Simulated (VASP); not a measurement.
# Nb3WC4 (P-6m2) in VASP: further runs

Runs on Nb3WC4. Level: PBE. Tasks: single point.

Program: VASP 6.6.1. These are calculated values, not measurements. Logs are shortened: lines on timing, memory, paths and dates and some standing lists are left out, and cuts for length are marked.

**1. The cell of the first run**

The structure is hexagonal, space group P-6m2 (No. 187). Conventional cell: a = 6.023 Å, b = 6.023 Å, c = 2.886 Å, α = 90.00°, β = 90.00°, γ = 120.00°. Within 3.1 Å of Nb (site symmetry mm2) lie 6 C at 2.25 to 2.29 Å and 6 Nb at 2.89 to 3.04 Å and 2 W at 3.01 Å. Within 3.1 Å of W (site symmetry -6m2) lie 6 C at 2.21 Å and 2 W at 2.89 Å and 6 Nb at 3.01 Å. C (site symmetry mm2) has 2 W at 2.21 Å and 4 Nb at 2.29 Å and 8 C at 2.89 to 3.12 Å within 3.2 Å. Within 3.1 Å of C (site symmetry -6m2) lie 6 Nb at 2.25 Å and 8 C at 2.89 to 3.01 Å.

**2. Single point, PBE**

Input file INCAR:

```
  ALGO = Normal
  EDIFF = 1E-6
  ENCUT = 600
  GGA = PE
  GGA_COMPAT = False
  ISIF = 2
  ISMEAR = 0
  LASPH = True
  LCHARG = False
  LREAL = False
  LWAVE = False
  NBANDS = 44
  NELM = 120
  PREC = Accurate
  SIGMA = 0.2
```

Input file KPOINTS:

```
k-points
0
Gamma
  3 3 5
```

Input file POSCAR:

```
Nb3WC4
1.0
    6.0234166700     -0.0000000028      0.0000000000
   -3.0117083326      5.2164318552      0.0000000000
    0.0000000000      0.0000000000      2.8855382296
Nb W C
3 1 4
Direct
    0.5016326426      0.0032652853      0.0000000000
    0.5016326426      0.4983673574      0.0000000000
   -0.0032652853      0.4983673574      0.0000000000
    0.0000000000      0.0000000000      0.0000000000
    0.6786731649      0.8393365824      0.5000000000
    0.1606634176      0.8393365824      0.5000000000
    0.6666666667      0.3333333333      0.5000000000
    0.1606634176      0.3213268351      0.5000000000
```

Potentials or basis: VASP PAW PBE potentials, release 64 (Nb_sv, W_sv, C).

Command:

```console
$ cat potpaw_PBE.64/Nb_sv/POTCAR potpaw_PBE.64/W_sv/POTCAR potpaw_PBE.64/C/POTCAR > POTCAR
$ mpirun -np 1 vasp_std > vasp.out
```

OUTCAR:

```text
EDIFF = 1E-6
   ENCUT = 600
   GGA = PE
   ISIF = 2
   ISMEAR = 0
   LASPH = True
   LREAL = False
   NELM = 120
   PREC = Accurate

 ion  position               nearest neighbor table
   1  0.502  0.003  0.000-   7 2.25   7 2.25   6 2.29   6 2.29   5 2.29   5 2.29   3 2.98   2 2.98
                             4 3.01   4 3.01   3 3.04   2 3.04
   2  0.502  0.498  0.000-   7 2.25   7 2.25   8 2.29   8 2.29   5 2.29   5 2.29   3 2.98   1 2.98
                             4 3.01   4 3.01   3 3.04   1 3.04
   3  0.997  0.498  0.000-   7 2.25   7 2.25   6 2.29   6 2.29   8 2.29   8 2.29   1 2.98   2 2.98
                             4 3.01   4 3.01   1 3.04   2 3.04
   4  0.000  0.000  0.000-   5 2.21   5 2.21   8 2.21   8 2.21   6 2.21   6 2.21   1 3.01   3 3.01
                             2 3.01   2 3.01   1 3.01   3 3.01
   5  0.679  0.839  0.500-   4 2.21   4 2.21   2 2.29   2 2.29   1 2.29   1 2.29
   6  0.161  0.839  0.500-   4 2.21   4 2.21   1 2.29   1 2.29   3 2.29   3 2.29
   7  0.667  0.333  0.500-   3 2.25   3 2.25   1 2.25   1 2.25   2 2.25   2 2.25
   8  0.161  0.321  0.500-   4 2.21   4 2.21   2 2.29   2 2.29   3 2.29   3 2.29

  LATTYP: Found a hexagonal cell.
 ALAT       =     6.0234166700
 C/A-ratio  =     0.4790533990

  Lattice vectors:

 A1 = (   6.0234166700,  -0.0000000028,   0.0000000000)
 A2 = (  -3.0117083326,   5.2164318552,   0.0000000000)
 A3 = (   0.0000000000,   0.0000000000,   2.8855382296)

Analysis of symmetry for initial positions (statically):
=====================================================================
 Subroutine PRICEL returns:
 Original cell was already a primitive cell.

 Routine SETGRP: Setting up the symmetry group for a
 hexagonal supercell.

 Subroutine GETGRP returns: Found 12 space group operations
 (whereof 12 operations were pure point group operations)
 out of a pool of 24 trial point group operations.

The static configuration has the point symmetry D_3h.

Analysis of symmetry for dynamics (positions and initial velocities):
=====================================================================
 Subroutine PRICEL returns:
 Original cell was already a primitive cell.

 Routine SETGRP: Setting up the symmetry group for a
 hexagonal supercell.

 Subroutine GETGRP returns: Found 12 space group operations
 (whereof 12 operations were pure point group operations)
 out of a pool of 24 trial point group operations.

The dynamic configuration has the point symmetry D_3h.

 Subroutine INISYM returns: Found 12 space group operations
 (whereof 12 operations are pure point group operations),
 and found     1 'primitive' translations

----------------------------------------------------------------------------------------

                                     Primitive cell

  volume of cell :      90.6658

  direct lattice vectors                    reciprocal lattice vectors
     6.023416670 -0.000000003  0.000000000     0.166018732  0.095850960  0.000000000
    -3.011708333  5.216431855  0.000000000     0.000000000  0.191701920  0.000000000
     0.000000000  0.000000000  2.885538230     0.000000000  0.000000000  0.346555797

  length of vectors
     6.023416670  6.023416670  2.885538230     0.191701920  0.191701920  0.346555797

  position of ions in fractional coordinates (direct lattice)
     0.501632643  0.003265285  0.000000000
     0.501632643  0.498367357  0.000000000
     0.996734715  0.498367357  0.000000000
     0.000000000  0.000000000  0.000000000
     0.678673165  0.839336582  0.500000000
     0.160663418  0.839336582  0.500000000
     0.666666667  0.333333333  0.500000000
     0.160663418  0.321326835  0.500000000

  ion indices of the primitive-cell ions
   primitive index   ion index
                 1           1
                 2           2
                 3           3
                 4           4
                 5           5
                 6           6
                 7           7
                 8           8

----------------------------------------------------------------------------------------

 KPOINTS: k-points

Automatic generation of k-mesh.
 Grid dimensions read from file:
 generate k-points for:    3    3    5

 Generating k-lattice:

  Cartesian coordinates                     Fractional coordinates (reciprocal lattice)
     0.055339577  0.031950320  0.000000000     0.333333333 -0.000000000  0.000000000
     0.000000000  0.063900640  0.000000000     0.000000000  0.333333333  0.000000000
     0.000000000  0.000000000  0.069311159     0.000000000  0.000000000  0.200000000

  Length of vectors
     0.063900640  0.063900640  0.069311159

  Shift w.r.t. Gamma in fractional coordinates (k-lattice)
     0.000000000  0.000000000  0.000000000

 Subroutine IBZKPT returns following result:
 ===========================================

 Found      9 irreducible k-points:

 Following reciprocal coordinates:
            Coordinates               Weight
  0.000000  0.000000  0.000000      1.000000
  0.333333 -0.000000  0.000000      6.000000
  0.333333  0.333333  0.000000      2.000000
  0.000000  0.000000  0.200000      2.000000
  0.333333 -0.000000  0.200000     12.000000
  0.333333  0.333333  0.200000      4.000000
  0.000000  0.000000  0.400000      2.000000
  0.333333 -0.000000  0.400000     12.000000
  0.333333  0.333333  0.400000      4.000000
   k-points           NKPTS =      9   k-points in BZ     NKDIM =      9   number of bands    NBANDS=     44
   number of dos      NEDOS =    301   number of ions     NIONS =      8
   total plane-waves  NPLWV =  55296
   dimension x,y,z NGX =    48 NGY =   48 NGZ =   24
   dimension x,y,z NGXF=    96 NGYF=   96 NGZF=   48
   ions per type =               3   1   4
   NGX,Y,Z   is equivalent  to a cutoff of  13.25, 13.25, 13.83 a.u.
   NGXF,Y,Z  is equivalent  to a cutoff of  26.50, 26.50, 27.65 a.u.
 SYSTEM =  unknown system
   PREC   = accura    normal or accurate (medium, high low for compatibility)
   ISTART =      0    job   : 0-new  1-cont  2-samecut
   ICHARG =      2    charge: 1-file 2-atom 10-const
   ISPIN  =      1    spin polarized calculation?
   LNONCOLLINEAR =      F non collinear calculations
   LSORBIT =      F    spin-orbit coupling
   LASPH  =      T    aspherical Exc in radial PAW
   ENCUT  =  600.0 eV  44.10 Ry    6.64 a.u.  12.03 12.03  5.76*2*pi/ulx,y,z
   NELM   =    120;   NELMIN=  2; NELMDL= -5     # of ELM steps
   EDIFF  = 0.1E-05   stopping-criterion for ELM
   LREAL  =      F    real-space projection
   EDIFFG = 0.1E-04   stopping-criterion for IOM
   NSW    =      0    number of steps for IOM
   IBRION =     -1    ionic relax: 0-MD 1-quasi-New 2-CG
   NFREE  =      0    steps in history (QN), initial steepest desc. (CG)
   ISIF   =      2    stress and relaxation
   ISYM   =      2    0-nonsym 1-usesym 2-fastsym
   POTIM  = 0.5000    time-step for ionic-motion
   TEBEG  =    0.0;   TEEND  =   0.0 temperature during run
   PSTRESS=    0.0 pullay stress
   NELECT =      69.0000    total number of electrons
   NUPDOWN=      -1.0000    fix difference up-down
   EMIN   =  10.00;   EMAX   =-10.00  energy-range for DOS
   EFERMI =   0.00;   METHOD = LEGACY
   ISMEAR =     0;   SIGMA  =   0.20  broadening in eV -4-tet -1-fermi 0-gaus
   EFERMI_NEDOS =   21; number of points for ismear=-14 and -15
   IALGO  =     38    algorithm
   IMIX   =      4    mixing-type and parameters
     AMIX     =   0.40;   BMIX     =  1.00
     AMIX_MAG =   1.60;   BMIX_MAG =  1.00
  volume/ion in A,a.u.               =      11.33        76.48
  Fermi-wavevector in a.u.,A,eV,Ry     =   1.494664  2.824505 30.395674  2.234019
  Thomas-Fermi vector in A             =   2.606907
   LORBIT       =      0    0 simple, 1 ext, 2 COOP (PROOUT), +10 PAW based schemes
   GGA     = PE    functional components
   LHFCALC =     F    Hartree Fock is set to
   AEXX    =    0.0000 exact exchange contribution
   IVDW    =     0    specifies the selected vdW correction
   LEPSILON=     F    determine dielectric tensor
   LRPA    =     F    only Hartree local field effects (RPA)
 non-spin polarized calculation
 Gauss-broadening in eV      SIGMA  =   0.20
  energy-cutoff  :      600.00
  volume of cell :       90.67
 maximum number of plane-waves:      3039
   NGX = 25   NGY = 25   NGZ = 11

 number of electron      68.9999994 magnetization

 Free energy of the ion-electron system (eV)
  ---------------------------------------------------
  ext. energy  EPLUGINS =         0.00000000
  ---------------------------------------------------
  free energy    TOTEN  =       -81.51055695 eV

  energy without entropy =      -81.40642643  energy(sigma->0) =      -81.45849169

 E-fermi :  10.6607     XC(G=0): -13.0523

 val. band max:       10.5546544467   @ k =   0.3333  -0.0000   0.4000
 cond. band min:      10.8662669493   @ k =   0.0000   0.0000   0.0000
 fundamental gap:      0.3116125026
 Fermi energy:        10.6607107385

 k-point     1 :       0.0000    0.0000    0.0000
  band No.  band energies     occupation
      1     -63.0938      2.00000
      2     -43.7079      2.00000
      3     -43.6123      2.00000
      4     -43.6123      2.00000
      5     -27.3962      2.00000
      6     -27.3962      2.00000
[... 36 lines left out ...]
     43      15.3265      0.00000
     44      15.5592      0.00000

 k-point     2 :       0.3333   -0.0000    0.0000
  band No.  band energies     occupation
      1     -63.0938      2.00000
      2     -43.6883      2.00000
      3     -43.6324      2.00000
      4     -43.6123      2.00000
      5     -27.3939      2.00000
      6     -27.3897      2.00000
[... 36 lines left out ...]
     43      14.8945      0.00000
     44      15.4643      0.00000

 k-point     3 :       0.3333    0.3333    0.0000
  band No.  band energies     occupation
      1     -63.0938      2.00000
      2     -43.6658      2.00000
      3     -43.6552      2.00000
      4     -43.6123      2.00000
      5     -27.3899      2.00000
      6     -27.3895      2.00000
[... 271 lines left out ...]
     43      15.9556      0.00000
     44      16.0742      0.00000

 k-point     9 :       0.3333    0.3333    0.4000
  band No.  band energies     occupation
      1     -63.0653      2.00000
      2     -43.5765      2.00000
      3     -43.5661      2.00000
      4     -43.5251      2.00000
      5     -27.5185      2.00000
      6     -27.3227      2.00000
[... 36 lines left out ...]
     43      15.9934      0.00000
     44      16.0777      0.00000

------------------------ aborting loop because EDIFF is reached ----------------------------------------

  FORCE on cell =-STRESS in cart. coord.  units (eV):
  Direction    XX          YY          ZZ          XY          YZ          ZX
  --------------------------------------------------------------------------------------
  -------------------------------------------------------------------------------------
  Total       -0.2287019     -0.2287019     -0.1696398      0.0000000      0.0000000      0.0000000
  in kB       -4.0414485     -4.0414485     -2.9977476      0.0000000      0.0000000      0.0000000
  external PRESSURE =      -3.6935482 kB  Pullay stress =       0.0000000 kB

 VOLUME and BASIS-vectors are now :
 -----------------------------------------------------------------------------
  energy-cutoff  :      600.00
  volume of cell :       90.67
      direct lattice vectors                 reciprocal lattice vectors
     6.023416670 -0.000000003  0.000000000     0.166018732  0.095850960  0.000000000
    -3.011708333  5.216431855  0.000000000     0.000000000  0.191701920  0.000000000
     0.000000000  0.000000000  2.885538230     0.000000000  0.000000000  0.346555797

 POSITION                                       TOTAL-FORCE (eV/Angst)
 -----------------------------------------------------------------------------------
      3.01171      0.01703      0.00000        -0.000000     -0.050337     -0.000000
      1.52061      2.59970      0.00000        -0.043593      0.025169      0.000000
      4.50281      2.59970      0.00000         0.043593      0.025169      0.000000
      0.00000      0.00000      0.00000         0.000000     -0.000000      0.000000
      1.56009      4.37834      1.44277        -0.078628     -0.045396     -0.000000
     -1.56009      4.37834      1.44277         0.078628     -0.045396     -0.000000
      3.01171      1.73881      1.44277         0.000000     -0.000000      0.000000
      0.00000      1.67618      1.44277         0.000000      0.090792      0.000000
 -----------------------------------------------------------------------------------
    total drift:                                0.000002     -0.000001     -0.000000

  FREE ENERGIE OF THE ION-ELECTRON SYSTEM (eV)
  ---------------------------------------------------
  free  energy   TOTEN  =       -81.5105569508 eV

  energy  without entropy=      -81.4064264342  energy(sigma->0) =      -81.45849169
```

It took 1.7 min on 1 thread of AMD EPYC 7R13, shared host; peak memory 0.21 GiB.

Results:

- Free energy: -81.5106 eV
- Pressure: -0.4 GPa
- Largest force: 0.091 eV/Å
- Band gap on the k mesh: zero (an odd number of electrons rules out a gap without spin polarisation)

Forces on the atoms (eV/Å):
```
Nb   0.000 -0.050  0.000
Nb  -0.044  0.025  0.000
Nb   0.044  0.025  0.000
W    0.000  0.000  0.000
C   -0.079 -0.045  0.000
C    0.079 -0.045  0.000
C    0.000  0.000  0.000
C    0.000  0.091  0.000
```

Stress tensor (GPa, compression positive):
```
-0.40  0.00  0.00
 0.00 -0.40  0.00
 0.00  0.00 -0.30
```

Levels at points of the mesh, in eV from the Fermi level:
| k point | band 31 | band 32 | band 33 | band 34 | band 35 | band 36 | band 37 | band 38 | band 39 | band 40 |
| --- | --- | --- | --- | --- | --- | --- | --- | --- | --- | --- |
| (0.00, 0.00, 0.00) | -1.95 | -1.95 | 0.21 | 0.21 | 0.37 | 0.97 | 3.00 | 3.00 | 3.48 | 4.03 |

Caveat: the k points lie up to 0.44 Å⁻¹ apart, too coarse for converged energies and pressures of a metal; spin-orbit coupling is left out, which moves the levels of the heavy elements.

(Continued in part 2 of 2.)
